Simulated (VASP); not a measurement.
# Au: single point with LDA

Crystal: Au.

```
Au
1.0
     1.38250   -2.50376    0.00000
     1.38250    2.50376    0.00000
     0.00000    0.00000    4.79328
Au
2
Direct
  0.33467 0.66533 0.25000
  0.66533 0.33467 0.75000
```

This cell differs from its parent crystal: volume scaled by 0.94.

| Property | Result |
| --- | --- |
| Program | VASP 6.6.1 |
| Task | single point |
| Functional | LDA |
| Potentials or basis | VASP PAW LDA potentials, release 64 (Au) |
| Cutoff | 520 eV |
| k mesh | 11 × 11 × 6 |
| Occupations | fermi-dirac, width 0.05 eV |
| Spin | no spin polarisation |
| Dipole correction | no |
| Further INCAR settings | ALGO = Normal; EDIFF = 1e-06; NBANDS = 18 |

```yaml
Pressure: 0.9 GPa
Largest_force: 0.037 eV/Å
Band_gap_on_the_k_mesh: zero (band 11 reaches 13.60 eV, above the bottom of band 12 at 7.10 eV)
```

Forces in eV/Å, atoms in the order of the input:
```
Au   0.000 -0.037  0.000
Au   0.000  0.037  0.000
```

Stress tensor (GPa, compression positive):
```
 4.56  0.00  0.00
 0.00 -0.97  0.00
 0.00  0.00 -0.95
```

Levels at points of the mesh, in eV from the Fermi level:
```tsv
k point	band 8	band 9	band 10	band 11	band 12	band 13	band 14	band 15
(0.00, 0.00, 0.00)	-3.66	-3.47	-2.21	-2.12	-1.34	2.73	14.56	15.57
(0.00, 0.00, 0.50)	-4.43	-2.73	-2.73	-2.55	-2.55	10.63	10.63	14.90
```

It took 58 s on 1 thread of Intel(R) Xeon(R) Platinum 8175M CPU @ 2.50GHz (Skylake/Cascade Lake) (shared host), peak memory 0.19 GiB.

Caveat: spin-orbit coupling is left out, which moves the levels of the heavy elements.
